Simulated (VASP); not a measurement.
# Fe (Im-3m) in VASP: further runs, part 3 of 3

VASP 6.6.1. Earlier steps stand in the parts before.

**5. Single point, revPBE, collinear spin, ferromagnetic start**

This run uses another cell than the first one, of 11.61 Å³/atom, 0.986 times its volume.

File INCAR:

```
SYSTEM = Fe
ALGO = Normal
EDIFF = 1E-6
ENCUT = 600
GGA = RE
GGA_COMPAT = .False.
ISIF = 2
ISMEAR = -1
ISPIN = 2
LASPH = .True.
LCHARG = .False.
LMAXMIX = 4
LORBIT = 11
LREAL = .False.
LWAVE = .False.
MAGMOM = 2.276
NBANDS = 14
NELM = 200
PREC = Accurate
SIGMA = 0.1
```

File KPOINTS:

```
k-points
0
Gamma
  8 8 8
  0 0 0
```

File POSCAR:

```
Fe
1.0
   -1.4263849710      1.4263849710      1.4263849710
    1.4263849710     -1.4263849710      1.4263849710
    1.4263849710      1.4263849710     -1.4263849710
Fe
1
Direct
    0.0000000000      0.0000000000      0.0000000000
```

Potentials or basis: VASP PAW PBE potentials, release 64 (Fe).

On the command line:

```console
$ cat potpaw_PBE.64/Fe/POTCAR > POTCAR
$ mpirun -np 1 vasp_std > vasp.out
```

OUTCAR:

```text
SYSTEM = Fe
   EDIFF = 1E-6
   ENCUT = 600
   GGA = RE
   ISIF = 2
   ISMEAR = -1
   ISPIN = 2
   LASPH = .True.
   LORBIT = 11
   LREAL = .False.
   NELM = 200
   PREC = Accurate

 ion  position               nearest neighbor table
   1  0.000  0.000  0.000-

  LATTYP: Found a body centered cubic cell.
 ALAT       =     2.8527699420

  Lattice vectors:

 A1 = (  -1.4263849710,   1.4263849710,   1.4263849710)
 A2 = (   1.4263849710,  -1.4263849710,   1.4263849710)
 A3 = (   1.4263849710,   1.4263849710,  -1.4263849710)

Analysis of symmetry for initial positions (statically):
=====================================================================
 Subroutine PRICEL returns:
 Original cell was already a primitive cell.

 Routine SETGRP: Setting up the symmetry group for a
 body centered cubic supercell.

 Subroutine GETGRP returns: Found 48 space group operations
 (whereof 48 operations were pure point group operations)
 out of a pool of 48 trial point group operations.

[... 596 lines left out ...]
      1      -2.4632      1.00000
      2       5.4789      0.90117
      3       5.4790      0.90106
      4       5.4790      0.90106
      5       7.4542      0.00000
      6       7.4543      0.00000
      7      30.1646      0.00000
      8      30.1646      0.00000
      9      30.1646      0.00000
     10      35.5648      0.00000
     11      35.5648      0.00000
     12      38.3169      0.00000
     13      38.3169      0.00000
     14      38.3169      0.00000
[... 379 lines left out ...]
      3       5.8574      0.17157
      4       6.3935      0.00097
      5       7.6832      0.00000
      6       9.5720      0.00000
      7      18.1177      0.00000
      8      20.8062      0.00000
      9      23.5119      0.00000
     10      26.7928      0.00000
     11      36.6280      0.00000
     12      38.2812      0.00000
     13      41.1841      0.00000
     14      45.8836      0.00000

 [... further k-points ...]
[... 5 lines left out ...]
  --------------------------------------------------------------------------------------
  -------------------------------------------------------------------------------------
  Total        0.1362201      0.1362201      0.1362201      0.0000000      0.0000000     -0.0000000
  in kB       18.8010239     18.8010239     18.8010239      0.0000000      0.0000000     -0.0000000
  external PRESSURE =      18.8010239 kB  Pullay stress =       0.0000000 kB

 VOLUME and BASIS-vectors are now :
 -----------------------------------------------------------------------------
  energy-cutoff  :      600.00
  volume of cell :       11.61
      direct lattice vectors                 reciprocal lattice vectors
    -1.426384971  1.426384971  1.426384971     0.000000000  0.350536503  0.350536503
     1.426384971 -1.426384971  1.426384971     0.350536503  0.000000000  0.350536503
     1.426384971  1.426384971 -1.426384971     0.350536503  0.350536503  0.000000000

 POSITION                                       TOTAL-FORCE (eV/Angst)
 -----------------------------------------------------------------------------------
      0.00000      0.00000      0.00000        -0.000000     -0.000000     -0.000000
 -----------------------------------------------------------------------------------
    total drift:                                0.000000      0.000000      0.000000

  FREE ENERGIE OF THE ION-ELECTRON SYSTEM (eV)
  ---------------------------------------------------
  free  energy   TOTEN  =        -7.8649926521 eV

  energy  without entropy=       -7.8313419788  energy(sigma->0) =       -7.84816732

 total charge

# of ion       s       p       d       tot
------------------------------------------
    1        0.476   0.524   6.220   7.220

 magnetization (x)

# of ion       s       p       d       tot
------------------------------------------
    1       -0.016  -0.065   2.387   2.305
```

Run time: 12 s. Hardware: 1 thread of Intel Xeon 6975P-C, shared host; peak memory 0.14 GiB.

What came out:

```yaml
Free_energy: -7.8650 eV
Pressure: 1.9 GPa
Net_moment: 2.30 μB per cell
Site_moments: Fe +2.31 μB
Valence_electrons_inside_the_program's_atomic_spheres: Fe 7.22
```

Caveat: the k points lie up to 0.39 Å⁻¹ apart; the PAW data sets were made with another functional, which shifts forces and pressure a little.

**6. Single point, revPBE**

This run uses another cell than the first one, of 10.70 Å³/atom, 0.909 times its volume.

File INCAR:

```
SYSTEM = Fe
ALGO = Normal
EDIFF = 1E-6
ENCUT = 600
GGA = RE
GGA_COMPAT = .FALSE.
ISIF = 2
ISMEAR = -1
LASPH = .TRUE.
LCHARG = .TRUE.
LELF = .TRUE.
LREAL = .FALSE.
LVHAR = .TRUE.
LWAVE = .FALSE.
NBANDS = 10
NELM = 120
PREC = Accurate
SIGMA = 0.1
```

File KPOINTS:

```
k-points
0
G
  8 8 8
  0 0 0
```

File POSCAR:

```
Fe
1.0
   -1.3881999478      1.3881999478      1.3881999478
    1.3881999478     -1.3881999478      1.3881999478
    1.3881999478      1.3881999478     -1.3881999478
Fe
1
Direct
    0.0000000000      0.0000000000      0.0000000000
```

Potentials or basis: VASP PAW PBE potentials, release 64 (Fe).

On the command line:

```console
$ cat potpaw_PBE.64/Fe/POTCAR > POTCAR
$ mpirun -np 1 vasp_std > vasp.out
```

It took 2.3 s on 1 thread of Intel Xeon 6975P-C (Granite Rapids), shared host; peak memory 0.12 GiB.

The run converged. Its results:

- Free energy: -7.3959 eV
- Pressure: -0.7 GPa
- Band gap on the k mesh: zero (band 4 reaches 7.63 eV, above the bottom of band 5 at 5.90 eV)

Levels at points of the mesh, in eV from the Fermi level:
| k point | band 2 | band 3 | band 4 | band 5 | band 6 | band 7 |
| --- | --- | --- | --- | --- | --- | --- |
| (0.00, 0.00, 0.00) | -1.75 | -1.75 | -1.75 | -0.05 | -0.05 | 25.39 |
| (0.50, 0.00, 0.00) | -3.02 | -0.08 | 0.19 | 0.45 | 1.30 | 8.36 |
| (0.50, 0.50, 0.50) | -4.54 | 0.99 | 0.99 | 0.99 | 10.41 | 10.41 |

Caveat: the k points lie up to 0.40 Å⁻¹ apart; the PAW data sets were made with another functional, which shifts forces and pressure a little; the run has no spin polarisation, though such a crystal can be magnetic.

**7. Overview**

| task | spin | cell | k mesh | cutoff (eV) | smearing | gap on the mesh (eV) | pressure (GPa) | moment (μB) | relaxed volume (Å³/atom) |
| --- | --- | --- | --- | --- | --- | --- | --- | --- | --- |
| relaxation of cell and atoms | off | relaxed from a = 2.482 Å, angles 109.5°, 1 atom | 15 × 15 × 15 | 600 | fermi-dirac 0.1 eV | none | -0.1 | - | 10.68 |
| single point | collinear, antiferromagnetic start | a = 2.820 Å, 2 atoms | 11 × 11 × 11 | 520 | fermi-dirac 0.05 eV | none | -0.1 | 0.00 | - |
| relaxation of cell and atoms | collinear, antiferromagnetic start | relaxed from a = 2.866 Å, 2 atoms | 11 × 11 × 11 | 600 | fermi-dirac 0.05 eV | none | 0.0 | 0.00 | 11.20 |
| single point | collinear, ferromagnetic start | a = 2.471 Å, angles 109.5°, 1 atom | 8 × 8 × 8 | 600 | fermi-dirac 0.1 eV | none | 1.9 | 2.30 | - |
| single point | off | a = 2.404 Å, angles 109.5°, 1 atom | 8 × 8 × 8 | 600 | fermi-dirac 0.1 eV | none | -0.7 | - | - |

Alike in all rows: level revPBE; potentials or basis VASP PAW PBE potentials, release 64 (Fe).

Caveats: some runs use coarse meshes; the PAW data sets were made with another functional, which shifts forces and pressure a little.

Total energies depend on the potentials used, so only differences within one code and one set of settings carry meaning.
